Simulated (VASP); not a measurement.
PtS2, 3 atoms in the cell. Symmetry: P-3m1, No. 164, trigonal system. Conventional cell: a = 3.564 Å, b = 3.564 Å, c = 5.139 Å, α = 90.00°, β = 90.00°, γ = 120.00°. Pt (site symmetry -3m) has 6 S at 2.39 Å within 3.2 Å. Within 3.2 Å of S (site symmetry 3m) lie 3 Pt at 2.39 Å and 3 S at 3.19 Å.  This cell differs from its parent crystal: strain +0.3%.

* Program: VASP 6.6.1
* Task: single point
* Functional: PBE
* Potentials or basis: VASP PAW PBE potentials, release 64 (Pt, S)
* Cutoff: 520 eV
* k mesh: 12 × 12 × 6
* Occupations: fermi-dirac, width 0.02 eV
* Spin: no spin polarisation
* Dipole correction: no
* Further INCAR settings: ALGO = Normal; EDIFF = 1e-06; NBANDS = 18

Potentials or basis: VASP PAW PBE potentials, release 64 (Pt, S).

The run is started by

```console
$ cat potpaw_PBE.64/Pt/POTCAR potpaw_PBE.64/S/POTCAR > POTCAR
$ mpirun -np 1 vasp_std > vasp.out
```

Hardware: 1 thread of Intel(R) Xeon(R) 6975P-C (Granite Rapids), with other jobs on the host.

Problem. How long does it take, and how much memory?

Solution. Wall time 34 s on 1 thread of Intel(R) Xeon(R) 6975P-C (Granite Rapids) (shared host), peak memory 0.24 GiB. Counts: scf iterations 14, k points 100.
